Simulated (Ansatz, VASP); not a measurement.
## Two plane-wave programs on TaN

POSCAR

```
TaN
1.0
   -0.2320637629      2.0885738657      2.0885738657
    2.0885738657     -0.2320637629      2.0885738657
    2.0885738657      2.0885738657     -0.2320637629
Ta N
1 1
Direct
    0.5000000000      0.5000000000      0.5000000000
    0.0000000000      0.0000000000      0.0000000000
```

File INCAR.step1:

```
PREC = Accurate
ENCUT = 520
ISMEAR = 0
SIGMA = 0.15
LREAL = False
LASPH = True
NELM = 60
NBANDS = 15
GGA = PE
ALGO = Normal
EDIFF = 1E-4
LWAVE = True
LCHARG = False
```

The input INCAR.step2:

```
PREC = Accurate
ENCUT = 520
EDIFF = 1E-6
ISMEAR = 0
SIGMA = 0.15
LREAL = False
LASPH = True
NELM = 60
ALGO = Normal
ISIF = 2
LWAVE = False
LCHARG = False
METAGGA = R2SCAN
LMIXTAU = True
NBANDS = 15
ISTART = 1
```

The input KPOINTS:

```
Automatic mesh
0
Gamma
  26 26 26
```

Input for Ansatz:

```yaml
crystal:
  lattice:
    - [-0.2320637629, 2.0885738657, 2.0885738657]
    - [2.0885738657, -0.2320637629, 2.0885738657]
    - [2.0885738657, 2.0885738657, -0.2320637629]
  atoms:
    - { symbol: Ta, position: [0.5, 0.5, 0.5] }
    - { symbol: "N", position: [0.0, 0.0, 0.0] }
basis:
  ecutwfc: 500
kpoints:
  mp_grid: { grid: [26, 26, 26] }
hamiltonian:
  xc: r2scan
scf:
  occupations: { method: gaussian, width: 0.15 }
output:
  forces: true
  stress: true
  eigenvalues: true
```

Alike in both runs: task single point; functional r2SCAN; k mesh 26 × 26 × 26; occupations gaussian, width 0.15 eV; no spin polarisation.

|  | VASP | Ansatz |
| --- | --- | --- |
| version | VASP 6.6.1 | Ansatz 0.2.0 |
| potentials or method | VASP PAW PBE potentials, release 64 (Ta_pv, N), cutoff 520 eV | scalar-relativistic, plane waves, PAW |
| valence electrons in the cell | 16 | 18 |

|  | VASP | Ansatz | Ansatz less VASP |
| --- | --- | --- | --- |
| gap on the k mesh at the Fermi level (eV) | none | none | - |
| pressure (GPa) | 2.7 | 0.8 | -1.94 |
| traceless stress, the component that is largest in VASP (GPa) | 9.54 | 9.66 | +0.128 |

VASP's potentials were made for PBE, not for r2SCAN. A gap of «none» marks a metal or a gap that the smearing closes. VASP's potentials hold 16 valence electrons a cell and Ansatz's 18, so a difference there can come from the potentials and not from the codes.

Neither program's run includes spin-orbit coupling.
